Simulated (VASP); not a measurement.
Crystal: W.

```
W
1.0
     2.94646    0.00000    0.00000
    -1.69286    3.71084    0.00000
    -2.00489    1.55655    3.75433
W
2
Direct
  0.36640 0.48142 0.29176
  0.19792 0.83368 0.88763
```

| Quantity | Value |
| --- | --- |
| Program | VASP 6.6.1 |
| Task | relaxation of cell and atoms |
| Functional | PBE |
| Potentials or basis | VASP PAW PBE potentials, release 64 (W_sv) |
| Cutoff | 600 eV |
| k mesh | 6 × 6 × 4 |
| Occupations | gaussian, width 0.1 eV |
| Spin | no spin polarisation |

At the start: pressure 105.3 GPa; volume 20.52 Å³/atom.

Q: Where does the relaxation end?

A: Over 76 steps the energy falls by 7132.0 meV/atom and the volume is 15.94 Å³/atom (-22.3 %); space group C2/m (No. 12, to 0.05 Å).

The path:
```
step  energy change (eV)  largest force (eV/Å)  pressure (GPa)  volume (Å³)
   1              0.0000               46.6577          105.35        41.05
   3             -7.5747                2.9755           -3.48        75.20
   5             -7.6363                1.5346           -7.12        75.93
   7             -8.6864                4.2405            6.49        53.75
   9             -9.6969                4.8897            6.11        46.72
  11            -11.9126                4.7159           16.99        36.66
  13            -12.6161                4.2394            1.92        35.43
  15            -13.1585                0.4222            2.90        32.96
  17            -13.2507                0.3465           -1.65        33.27
  19            -13.3737                0.3133           -6.31        33.64
  21            -13.5301                0.4524            7.18        32.16
  23            -13.5992                0.4644            3.72        32.49
  25            -13.6029                0.4850            3.86        32.50
  27            -13.6659                0.3855           -4.95        33.41
  29            -13.6842                0.3462            0.52        32.79
  31            -13.6989                0.2423            0.56        32.72
  33            -13.7043                0.1385           -0.70        32.84
  35            -13.7075                0.0812            0.25        32.76
  37            -13.7082                0.0561            0.11        32.77
  39            -13.7093                0.1408            0.94        32.68
  41            -13.7104                0.1791            0.51        32.72
  43            -13.7149                0.3438           -1.41        32.92
  45            -13.7167                0.4754           -3.14        33.10
  47            -13.7177                0.4964           -3.27        33.11
  49            -13.7239                0.6469           -3.67        33.17
  51            -13.7392                1.0865           -4.63        33.32
  53            -13.7439                1.0250           -4.33        33.27
  55            -13.7630                1.2252           -2.84        33.11
  57            -13.8368                1.3056            2.83        32.35
  59            -13.8412                1.3388            5.32        32.08
  61            -13.9543                1.2223            3.60        32.04
  63            -14.0087                1.1781            3.22        31.98
  65            -14.1673                0.8435           -7.54        32.80
  67            -14.2200                0.5931           -3.89        32.35
  69            -14.2423                0.4009            0.67        31.87
  71            -14.2613                0.1525           -0.84        31.98
  73            -14.2632                0.0751           -0.18        31.91
  75            -14.2637                0.0572            0.10        31.88
  76            -14.2639                0.0371            0.07        31.89
```

Final structure:
```
W
1.0
     3.19539    0.02051   -0.09345
    -1.68141    1.60270   -1.45969
    -2.88835   -0.09107    6.33707
W
2
Direct
  0.53092 0.15817 0.83977
  0.03340 0.15693 0.33962
```

Caveat: the k points lie up to 0.66 Å⁻¹ apart in the final cell; the volume moved by over 15 % at a fixed basis, so the end points are rough.
